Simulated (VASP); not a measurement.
Write the native input for VASP 6.6.1 that does the following.

| Property | Result |
| --- | --- |
| Task | electric field gradients |
| Functional | PBE |
| Potentials or basis | VASP PAW PBE potentials, release 64 (Hg, Te) |
| Cutoff | 520 eV |
| k mesh | 12 × 12 × 12 |
| Occupations | fermi-dirac, width 0.08 eV |
| Spin | no spin polarisation |
| Dipole correction | no |
| Further INCAR settings | ALGO = Normal; EDIFF = 1e-08; NBANDS = 16 |

The structure of HgTe lies in POSCAR:

```
HgTe
1.0
    0.0000000000      2.9070011512      2.9507150000
    2.9070011512      0.0000000000      2.9507150000
    2.9070011512      2.9070011512      0.0000000000
Hg Te
1 1
Direct
    0.0000000000      0.0000000000      0.0000000000
    0.5000000000      0.5000000000      0.5000000000
```

This cell differs from its parent crystal: z stretched by +1 % at fixed volume.

The input as run:

INCAR

```
ALGO = Normal ; EDIFF = 1E-8
ENCUT = 520 ; GGA = PE
ISIF = 2 ; ISMEAR = -1
LASPH = True ; LCHARG = False
LEFG = True ; LREAL = False
LWAVE = False ; NBANDS = 16
NELM = 80 ; PREC = Accurate
SIGMA = 0.08
```

KPOINTS

```
k-points
0
Gamma
  12 12 12
```

Potentials or basis: VASP PAW PBE potentials, release 64 (Hg, Te).

Command:

```sh
$ cat potpaw_PBE.64/Hg/POTCAR potpaw_PBE.64/Te/POTCAR > POTCAR
$ mpirun -np 1 vasp_std > vasp.out
```

It gave:

The pressure is 10.7 GPa and the band gap on the k mesh is zero (band 9 reaches 6.43 eV, above the bottom of band 10 at 3.17 eV).

Caveat: without QUAD_EFG the Cq values of the log hold for a quadrupole moment of 1 mb, not for the nuclei; spin-orbit coupling is left out, which moves the levels of the heavy elements.

Wall time 99 s on 1 thread of Intel(R) Xeon(R) Platinum 8259CL CPU @ 2.50GHz (Skylake/Cascade Lake) (shared host), peak memory 0.27 GiB.
